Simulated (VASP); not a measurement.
A run of VASP 6.6.1 is set up as follows.

INCAR

```
SYSTEM = Ta
  PREC = Accurate
  ENCUT = 520
  EDIFF = 1E-6
  ISMEAR = -1
  SIGMA = 0.05
  LREAL = .False.
  LASPH = .True.
  NELM = 80
  ALGO = Normal
  ISIF = 2
  LWAVE = .False.
  LCHARG = .False.
  GGA = PE
  NBANDS = 12
```

The input KPOINTS:

```
regular mesh
0
Gamma
  15 15 15
  0 0 0
```

File POSCAR:

```
Ta
1.0
   -1.6595988436      1.6595988436      1.6347672000
    1.6595988436     -1.6595988436      1.6347672000
    1.6595988436      1.6595988436     -1.6347672000
Ta
1
Direct
    0.0000000000      0.0000000000      0.0000000000
```

Potentials or basis: VASP PAW PBE potentials, release 64 (Ta_pv).

Launch:

```bash
$ cat potpaw_PBE.64/Ta_pv/POTCAR > POTCAR
$ mpirun -np 1 vasp_std > vasp.out
```

(1) Predict the pressure.

## Answers

(1) 3.0 GPa.
